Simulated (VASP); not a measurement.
Wanted: the native input for a VASP 6.6.1 run.

```
Task                   : single point
Functional             : r2SCAN
Potentials or basis    : VASP PAW PBE potentials, release 64 (Sn_d)
Cutoff                 : 520 eV
k mesh                 : 7 × 7 × 7
Occupations            : tetrahedron
Spin                   : no spin polarisation
Dipole correction      : no
Further INCAR settings : ALGO = Normal; EDIFF = 1e-07; NBANDS = 21
```

The system is Sn.

```
Sn
1.0
     4.57264    0.00000    0.00000
     2.28632    3.96002    0.00000
     2.28632    1.32001    3.73354
Sn
2
Cartesian
  6.8590 3.9600 2.8002
  4.5726 2.6400 1.8668
```

The input as run:

POSCAR

```
Sn
1.0
    4.5726372396      0.0000000000      0.0000000000
    2.2863186198      3.9600200118      0.0000000000
    2.2863186198      1.3200066706      3.7335426720
Sn
2
Direct
    0.7500000000      0.7500000000      0.7500000000
    0.5000000000      0.5000000000      0.5000000000
```

INCAR.step1

```
SYSTEM = Sn
PREC     = Accurate       ! precision mode
ENCUT    = 520            ! plane-wave cutoff, eV
ISMEAR   = -4             ! smearing method
SIGMA    = 0.05           ! smearing width, eV
LREAL    = .FALSE.        ! projectors in reciprocal space
LASPH    = .TRUE.         ! aspherical terms in the spheres
NELM     = 100            ! most SCF steps
NBANDS   = 21             ! bands
GGA      = PE             ! functional
ALGO     = Normal         ! electronic algorithm
EDIFF    = 1E-4           ! SCF threshold, eV
LWAVE    = .TRUE.         ! write WAVECAR
LCHARG   = .FALSE.        ! write CHGCAR
```

INCAR.step2

```
SYSTEM = Sn
PREC     = Accurate       ! precision mode
ENCUT    = 520            ! plane-wave cutoff, eV
EDIFF    = 1E-7           ! SCF threshold, eV
ISMEAR   = -4             ! smearing method
SIGMA    = 0.05           ! smearing width, eV
LREAL    = .FALSE.        ! projectors in reciprocal space
LASPH    = .TRUE.         ! aspherical terms in the spheres
NELM     = 100            ! most SCF steps
ALGO     = Normal         ! electronic algorithm
ISIF     = 2              ! what is computed and relaxed
LWAVE    = .FALSE.        ! write WAVECAR
LCHARG   = .FALSE.        ! write CHGCAR
METAGGA  = R2SCAN         ! meta-GGA
LMIXTAU  = .TRUE.       
NBANDS   = 21             ! bands
ISTART   = 1
```

KPOINTS

```
regular mesh
0
G
  7 7 7
  0 0 0
```

Potentials or basis: VASP PAW PBE potentials, release 64 (Sn_d).

Launch:

```console
$ cat potpaw_PBE.64/Sn_d/POTCAR > POTCAR
$ cp INCAR.step1 INCAR
$ mpirun -np 1 vasp_std > vasp.out
$ cp INCAR.step2 INCAR
$ mpirun -np 1 vasp_std > vasp.out
```

It gave:

```json
{
 "Pressure": "2.2 GPa",
 "Band gap on the k mesh": "zero (filled and empty bands touch)"
}
```

Caveat: the PAW data sets were made with another functional, which shifts forces and pressure a little; spin-orbit coupling is left out, which moves the levels of the heavy elements.

Run time: 89 s on 1 thread of Intel Xeon 6975P-C, on a shared host, peak memory 0.22 GiB.
